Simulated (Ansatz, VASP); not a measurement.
# HIr12CN in VASP and in Ansatz

```
CELL_PARAMETERS angstrom
5.42973 0.00000 0.00000
-2.71487 4.70229 0.00000
0.00000 0.00000 24.64896
ATOMIC_POSITIONS crystal
Ir 0.33333 0.16667 0.32456
Ir 0.33333 0.66667 0.32456
Ir 0.83333 0.16667 0.32456
Ir 0.83333 0.66667 0.32456
Ir 0.66667 0.33333 0.41449
Ir 0.66667 0.83333 0.41449
Ir 0.16667 0.33333 0.41449
Ir 0.16667 0.83333 0.41449
Ir 0.00000 0.50000 0.50442
Ir 0.00000 0.00000 0.50442
Ir 0.50000 0.50000 0.50442
Ir 0.50000 0.00000 0.50442
C 0.50000 0.00000 0.65765
N 0.50000 0.00000 0.61071
H 0.50000 0.00000 0.70060
```

Alike in both runs: task single point; functional PBE; k mesh 6 × 6 × 1; occupations fermi-dirac, width 0.05 eV; no spin polarisation.

|  | VASP | Ansatz |
| --- | --- | --- |
| version | VASP 6.6.1 | Ansatz 0.2.0 |
| potentials or method | VASP PAW PBE potentials, release 64 (Ir, C, N, H) | Ansatz PAW |
| plane-wave cutoff (eV) | 520 | 420 |
| valence electrons in the cell | 118 | 214 |

|  | VASP | Ansatz | Ansatz less VASP |
| --- | --- | --- | --- |
| gap on the k mesh at the Fermi level (eV) | none | none | - |
| rms of the force components (eV/Å) | 0.218 | 0.216 | -0.0023 |

Atom by atom the forces differ by 0.095 eV/Å (rms over components). A gap of «none» marks a metal or a gap that the smearing closes. VASP's potentials hold 118 valence electrons a cell and Ansatz's 214, so a difference there can come from the potentials and not from the codes.

Neither program's run includes spin-orbit coupling. Noted on VASP's run: the standard files for N, O and F lose accuracy on very short bonds.
